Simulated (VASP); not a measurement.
# NaCl (Pm-3m) in VASP: settings compared

Aim: see how the results for NaCl move with the level of theory and the settings. Levels: PBE-based screened hybrid, PBE. Tasks: relaxation of cell and atoms, single point.

Everything below comes from runs of VASP 6.6.1. Logs are shortened: lines on timing, memory, paths and dates and some standing lists are left out, and cuts for length are marked.

### 1 The cell of the first run

It takes space group Pm-3m (No. 221, cubic). Conventional cell: a = 3.502 Å, b = 3.502 Å, c = 3.502 Å, α = 90.00°, β = 90.00°, γ = 90.00°. Within 4.0 Å of Cl (site symmetry m-3m) lie 8 Na at 3.03 Å and 6 Cl at 3.50 Å. Na (site symmetry m-3m) has 8 Cl at 3.03 Å and 6 Na at 3.50 Å within 4.0 Å.

### 2 Relaxation of cell and atoms, PBE-based screened hybrid

Contents of POSCAR:

```
NaCl
1.0
    3.5021900000      0.0000000000      0.0000000000
    0.0000000000      3.5021900000      0.0000000000
    0.0000000000      0.0000000000      3.5021900000
Cl Na
1 1
Direct
    0.5000000000      0.5000000000      0.5000000000
    0.0000000000      0.0000000000      0.0000000000
```

Contents of INCAR.step1:

```
ALGO = Normal
EDIFF = 1E-5
ENCUT = 600
GGA = PE
ISMEAR = -1
LASPH = T
LCHARG = F
LREAL = F
LWAVE = T
NBANDS = 14
NELM = 60
PREC = Accurate
SIGMA = 0.05
```

Contents of INCAR.step2:

```
AEXX = 0.25
ALGO = Normal
EDIFF = 1E-7
EDIFFG = -0.01
ENCUT = 600
GGA = PE
HFSCREEN = 0.3
IBRION = 2
ISIF = 3
ISMEAR = -1
ISTART = 1
LASPH = T
LCHARG = F
LHFCALC = T
LREAL = F
LWAVE = F
NELM = 60
NSW = 60
PREC = Accurate
PRECFOCK = Normal
SIGMA = 0.05
```

Contents of KPOINTS:

```
k-points
0
Gamma
  4 4 4
```

Potentials or basis: VASP PAW PBE potentials, release 64 (Cl, Na_pv).

Run with:

```console
$ cat potpaw_PBE.64/Cl/POTCAR potpaw_PBE.64/Na_pv/POTCAR > POTCAR
$ cp INCAR.step1 INCAR
$ mpirun -np 1 vasp_std > vasp.out
$ cp INCAR.step2 INCAR
$ mpirun -np 1 vasp_std > vasp.out
```

OUTCAR:

```text
AEXX = 0.25
   EDIFF = 1E-7
   EDIFFG = -0.01
   ENCUT = 600
   GGA = PE
   HFSCREEN = 0.3
   IBRION = 2
   ISIF = 3
   ISMEAR = -1
   ISTART = 1
   LASPH = T
   LHFCALC = T
   LREAL = F
   NELM = 60
   NSW = 60
   PREC = Accurate
   PRECFOCK = Normal

 ion  position               nearest neighbor table
   1  0.500  0.500  0.500-
   2  0.000  0.000  0.000-

  LATTYP: Found a simple cubic cell.
 ALAT       =     3.5021900000

  Lattice vectors:

 A1 = (   3.5021900000,   0.0000000000,   0.0000000000)
 A2 = (   0.0000000000,   3.5021900000,   0.0000000000)
 A3 = (   0.0000000000,   0.0000000000,   3.5021900000)

Analysis of symmetry for initial positions (statically):
=====================================================================
 Subroutine PRICEL returns:
 Original cell was already a primitive cell.

 Routine SETGRP: Setting up the symmetry group for a
 simple cubic supercell.

 Subroutine GETGRP returns: Found 48 space group operations
 (whereof 48 operations were pure point group operations)
 out of a pool of 48 trial point group operations.

The static configuration has the point symmetry O_h .

Analysis of symmetry for dynamics (positions and initial velocities):
=====================================================================
 Subroutine PRICEL returns:
 Original cell was already a primitive cell.

 Routine SETGRP: Setting up the symmetry group for a
 simple cubic supercell.

 Subroutine GETGRP returns: Found 48 space group operations
 (whereof 48 operations were pure point group operations)
 out of a pool of 48 trial point group operations.

The dynamic configuration has the point symmetry O_h .

 Subroutine INISYM returns: Found 48 space group operations
 (whereof 48 operations are pure point group operations),
 and found     1 'primitive' translations

----------------------------------------------------------------------------------------

                                     Primitive cell

  volume of cell :      42.9555

  direct lattice vectors                    reciprocal lattice vectors
     3.502190000  0.000000000  0.000000000     0.285535622  0.000000000  0.000000000
     0.000000000  3.502190000  0.000000000     0.000000000  0.285535622  0.000000000
     0.000000000  0.000000000  3.502190000     0.000000000  0.000000000  0.285535622

  length of vectors
     3.502190000  3.502190000  3.502190000     0.285535622  0.285535622  0.285535622

  position of ions in fractional coordinates (direct lattice)
     0.500000000  0.500000000  0.500000000
     0.000000000  0.000000000  0.000000000

  ion indices of the primitive-cell ions
   primitive index   ion index
                 1           1
                 2           2

----------------------------------------------------------------------------------------

 KPOINTS: k-points

Automatic generation of k-mesh.
 Grid dimensions read from file:
 generate k-points for:    4    4    4

 Generating k-lattice:

  Cartesian coordinates                     Fractional coordinates (reciprocal lattice)
     0.071383905  0.000000000  0.000000000     0.250000000  0.000000000  0.000000000
     0.000000000  0.071383905  0.000000000     0.000000000  0.250000000  0.000000000
     0.000000000  0.000000000  0.071383905     0.000000000  0.000000000  0.250000000

  Length of vectors
     0.071383905  0.071383905  0.071383905

  Shift w.r.t. Gamma in fractional coordinates (k-lattice)
     0.000000000  0.000000000  0.000000000

 Subroutine IBZKPT returns following result:
 ===========================================

 Found     10 irreducible k-points:

 Following reciprocal coordinates:
            Coordinates               Weight
  0.000000  0.000000  0.000000      1.000000
  0.250000  0.000000  0.000000      6.000000
  0.500000  0.000000  0.000000      3.000000
  0.250000  0.250000  0.000000     12.000000
  0.500000  0.250000  0.000000     12.000000
  0.500000  0.500000  0.000000      3.000000
  0.250000  0.250000  0.250000      8.000000
  0.500000  0.250000  0.250000     12.000000
  0.500000  0.500000  0.250000      6.000000
  0.500000  0.500000  0.500000      1.000000
   k-points           NKPTS =     10   k-points in BZ     NKDIM =     64   number of bands    NBANDS=     11
   number of dos      NEDOS =    301   number of ions     NIONS =      2
   total plane-waves  NPLWV =  21952
   dimension x,y,z NGX =    28 NGY =   28 NGZ =   28
   dimension x,y,z NGXF=    56 NGYF=   56 NGZF=   56
   ions per type =               1   1
   NGX,Y,Z   is equivalent  to a cutoff of  13.29, 13.29, 13.29 a.u.
   NGXF,Y,Z  is equivalent  to a cutoff of  26.58, 26.58, 26.58 a.u.
 SYSTEM =  unknown system
   PREC   = accura    normal or accurate (medium, high low for compatibility)
   ISTART =      1    job   : 0-new  1-cont  2-samecut
   ICHARG =      0    charge: 1-file 2-atom 10-const
   ISPIN  =      1    spin polarized calculation?
   LNONCOLLINEAR =      F non collinear calculations
   LSORBIT =      F    spin-orbit coupling
   LASPH  =      T    aspherical Exc in radial PAW
   ENCUT  =  600.0 eV  44.10 Ry    6.64 a.u.   6.99  6.99  6.99*2*pi/ulx,y,z
   NELM   =     60;   NELMIN=  2; NELMDL=  0     # of ELM steps
   EDIFF  = 0.1E-06   stopping-criterion for ELM
   LREAL  =      F    real-space projection
   EDIFFG = -.1E-01   stopping-criterion for IOM
   NSW    =     60    number of steps for IOM
   IBRION =      2    ionic relax: 0-MD 1-quasi-New 2-CG
   NFREE  =      1    steps in history (QN), initial steepest desc. (CG)
   ISIF   =      3    stress and relaxation
   ISYM   =      3    0-nonsym 1-usesym 2-fastsym
   POTIM  = 0.5000    time-step for ionic-motion
   TEBEG  =    0.0;   TEEND  =   0.0 temperature during run
   PSTRESS=    0.0 pullay stress
   NELECT =      14.0000    total number of electrons
   NUPDOWN=      -1.0000    fix difference up-down
   EMIN   =  10.00;   EMAX   =-10.00  energy-range for DOS
   EFERMI =   0.00;   METHOD = LEGACY
   ISMEAR =    -1;   SIGMA  =   0.05  broadening in eV -4-tet -1-fermi 0-gaus
   EFERMI_NEDOS =   21; number of points for ismear=-14 and -15
   IALGO  =     38    algorithm
   IMIX   =      1    mixing-type and parameters
     AMIX     =   0.40;   BMIX     =  1.00
     AMIX_MAG =   1.60;   BMIX_MAG =  1.00
  volume/ion in A,a.u.               =      21.48       144.94
  Fermi-wavevector in a.u.,A,eV,Ry     =   1.126621  2.129005 17.269530  1.269275
  Thomas-Fermi vector in A             =   2.263304
   LORBIT       =      0    0 simple, 1 ext, 2 COOP (PROOUT), +10 PAW based schemes
   GGA     = PE    functional components
   LHFCALC =     T    Hartree Fock is set to
   PRECFOCK=normal    Normal, Fast or Accurate (Low or Medium for compatibility)
   ENCUT4O =  -1.0   cutoff for four orbital integrals eV
   NKREDX  =     1    reduce k-point grid by
   NKREDY  =     1    reduce k-point grid by
   NKREDZ  =     1    reduce k-point grid by
   AEXX    =    0.2500 exact exchange contribution
   HFSCREEN=    0.3000 screening length (either q_TF or 0.3 A-1)
   HFSCREENC=   0.3000 screening length for correlation (either q_TF or 0.3 A-1)
   ENCUTFOCK=  -1.0 apply spherical cutoff to Coloumb kernel
   IVDW    =     0    specifies the selected vdW correction
   LEPSILON=     F    determine dielectric tensor
   LRPA    =     F    only Hartree local field effects (RPA)
 conjugate gradient relaxation of ions
 non-spin polarized calculation
  energy-cutoff  :      600.00
  volume of cell :       42.96
 maximum number of plane-waves:      1472
 NGX is ok and might be reduce to    28
  NGX = 24; NGY = 24; NGZ = 24

--------------------------------------- Ionic step        1  -------------------------------------------

 number of electron      13.9999982 magnetization

 Free energy of the ion-electron system (eV)
  ---------------------------------------------------
  ext. energy  EPLUGINS =         0.00000000
  ---------------------------------------------------
  free energy    TOTEN  =        -7.37138878 eV

  energy without entropy =       -7.37138878  energy(sigma->0) =       -7.37138878

------------------------ aborting loop because EDIFF is reached ----------------------------------------

  FORCE on cell =-STRESS in cart. coord.  units (eV):
  Direction    XX          YY          ZZ          XY          YZ          ZX
  --------------------------------------------------------------------------------------
  -------------------------------------------------------------------------------------
  Total       -0.0837387     -0.0837387     -0.0837387     -0.0000000      0.0000000     -0.0000000
  in kB       -3.1233298     -3.1233298     -3.1233298     -0.0000000      0.0000000     -0.0000000
  external PRESSURE =      -3.1233298 kB  Pullay stress =       0.0000000 kB

 VOLUME and BASIS-vectors are now :
 -----------------------------------------------------------------------------
  energy-cutoff  :      600.00
  volume of cell :       42.96
      direct lattice vectors                 reciprocal lattice vectors
     3.502190000  0.000000000  0.000000000     0.285535622  0.000000000  0.000000000
     0.000000000  3.502190000  0.000000000     0.000000000  0.285535622  0.000000000
     0.000000000  0.000000000  3.502190000     0.000000000  0.000000000  0.285535622
[... 37 lines left out ...]
 POSITION                                       TOTAL-FORCE (eV/Angst)
 -----------------------------------------------------------------------------------
      1.74756      1.74756      1.74756         0.000000      0.000000      0.000000
      0.00000      0.00000      0.00000        -0.000000     -0.000000      0.000000
 -----------------------------------------------------------------------------------
    total drift:                                0.000000     -0.000000      0.000000

  FREE ENERGIE OF THE ION-ELECTRON SYSTEM (eV)
  ---------------------------------------------------
  free  energy   TOTEN  =        -7.3717708026 eV

  energy  without entropy=       -7.3717708026  energy(sigma->0) =       -7.37177080

--------------------------------------- Ionic step        3  -------------------------------------------

 number of electron      13.9999985 magnetization

 Free energy of the ion-electron system (eV)
  ---------------------------------------------------
  ext. energy  EPLUGINS =         0.00000000
  ---------------------------------------------------
  free energy    TOTEN  =        -7.37187421 eV

  energy without entropy =       -7.37187421  energy(sigma->0) =       -7.37187421

 E-fermi :   0.7651     XC(G=0):  -7.1766

 val. band max:       -0.2818429446   @ k =   0.5000   0.5000   0.0000
 cond. band min:       4.8021295001   @ k =   0.0000   0.0000   0.0000
 fundamental gap:      5.0839724447
 Fermi energy:         0.7651401317

 k-point     1 :       0.0000    0.0000    0.0000
  band No.  band energies     occupation
      1     -24.4693      2.00000
      2     -24.4693      2.00000
      3     -24.4693      2.00000
      4     -14.8944      2.00000
      5      -0.8172      2.00000
      6      -0.8172      2.00000
      7      -0.8172      2.00000
      8       4.8021      0.00000
      9       9.3790      0.00000
     10       9.3790      0.00000
     11      16.9225      0.00000

 k-point     2 :       0.2500    0.0000    0.0000
  band No.  band energies     occupation
      1     -24.4888      2.00000
      2     -24.4675      2.00000
      3     -24.4675      2.00000
      4     -14.7061      2.00000
      5      -2.3100      2.00000
      6      -0.6925      2.00000
      7      -0.6925      2.00000
      8       6.1823      0.00000
      9      10.0781      0.00000
     10      10.3089      0.00000
     11      14.1079      0.00000
[... 132 lines left out ...]
 POSITION                                       TOTAL-FORCE (eV/Angst)
 -----------------------------------------------------------------------------------
      1.74553      1.74553      1.74553        -0.000000     -0.000000      0.000000
      0.00000      0.00000      0.00000         0.000000      0.000000      0.000000
 -----------------------------------------------------------------------------------
    total drift:                                0.000001      0.000001      0.000001

  FREE ENERGIE OF THE ION-ELECTRON SYSTEM (eV)
  ---------------------------------------------------
  free  energy   TOTEN  =        -7.3718742093 eV

  energy  without entropy=       -7.3718742091  energy(sigma->0) =       -7.37187421

 reached required accuracy - stopping structural energy minimisation
```

It took 7.7 min on 1 thread of AMD EPYC 9R14 (Zen 4), shared host; peak memory 0.23 GiB.

What came out:

```
Free energy                            : -7.3719 eV
Relaxed volume                         : 21.27 Å³/atom
Relaxed cell                           : a = 3.491 Å, b = 3.491 Å, c = 3.491 Å, α = 90.00°, β = 90.00°, γ = 90.00°
Space group after relaxing (to 0.05 Å) : Pm-3m (No. 221)
Energy gained by relaxing              : 0.2 meV/atom
Ionic steps                            : 3
Pressure after relaxing                : -0.1 GPa
Band gap on the k mesh                 : 5.08 eV, indirect (least direct gap 5.62 eV)
```

The path:
```csv
step,energy change (eV),largest force (eV/Å),pressure (GPa),volume (Å³)
1,0.0000,0.0000,-0.31,42.96
2,-0.0004,0.0000,-0.14,42.70
3,-0.0005,0.0000,-0.05,42.55
```

Final structure:
```
Cl Na
1.0
     3.49106    0.00000    0.00000
     0.00000    3.49106    0.00000
     0.00000    0.00000    3.49106
Cl Na
1 1
Direct
  0.50000 0.50000 0.50000
  0.00000 0.00000 0.00000
```

Levels at points of the mesh, in eV from the valence-band top:
```
           k point  band 3  band 4  band 5  band 6  band 7  band 8  band 9  band 10  band 11
(0.00, 0.00, 0.00)  -24.19  -14.61   -0.54   -0.54   -0.54    5.08    9.66     9.66    17.20
(0.50, 0.00, 0.00)  -24.18  -14.22   -3.14   -0.28   -0.28    8.06    9.88    11.69    13.13
(0.50, 0.50, 0.00)  -24.18  -13.92   -2.45   -2.45    0.00    6.59   11.09    12.37    12.37
(0.50, 0.50, 0.50)  -24.21  -13.62   -2.01   -2.01   -2.01    8.18    8.18     8.18    13.06
```

Caveat: the k points lie up to 0.45 Å⁻¹ apart in the final cell; the PAW data sets were made with another functional, which shifts forces and pressure a little. A k mesh can miss the band edges.

### 3 Single point, PBE

Contents of INCAR:

```
SYSTEM = NaCl
  PREC = Accurate
  ENCUT = 520
  EDIFF = 1E-7
  ISMEAR = -1
  SIGMA = 0.05
  LREAL = .FALSE.
  LASPH = .TRUE.
  NELM = 60
  ALGO = Normal
  ISIF = 2
  LWAVE = .FALSE.
  LCHARG = .TRUE.
  GGA = PE
  LELF = .TRUE.
  LVHAR = .TRUE.
  NBANDS = 14
```

Contents of KPOINTS:

```
Automatic mesh
0
G
  6 6 6
  0 0 0
```

POSCAR is that of step 2.

Potentials or basis: VASP PAW PBE potentials, release 64 (Cl, Na_pv).

Run with:

```console
$ cat potpaw_PBE.64/Cl/POTCAR potpaw_PBE.64/Na_pv/POTCAR > POTCAR
$ mpirun -np 1 vasp_std > vasp.out
```

Run time: 9.1 s. Hardware: 1 thread of AMD EPYC 7R13 (Zen 3), shared host; peak memory 0.12 GiB.

It converged, with:

| Property | Result |
| --- | --- |
| Free energy | -6.4684 eV |
| Pressure | 0.1 GPa |
| Band gap on the k mesh | 3.98 eV, indirect (least direct gap 4.47 eV) |

Levels at points of the mesh, in eV from the valence-band top:
```tsv
k point	band 4	band 5	band 6	band 7	band 8	band 9	band 10	band 11
(0.00, 0.00, 0.00)	-13.38	-0.49	-0.49	-0.49	3.98	8.58	8.58	15.69
(0.50, 0.00, 0.00)	-13.02	-2.94	-0.26	-0.26	6.92	8.56	10.51	11.84
(0.50, 0.50, 0.00)	-12.75	-2.26	-2.26	0.00	5.54	9.88	11.03	11.03
(0.50, 0.50, 0.50)	-12.48	-1.84	-1.84	-1.84	7.12	7.12	7.12	11.65
```

(Part 1 of 2 ends here.)
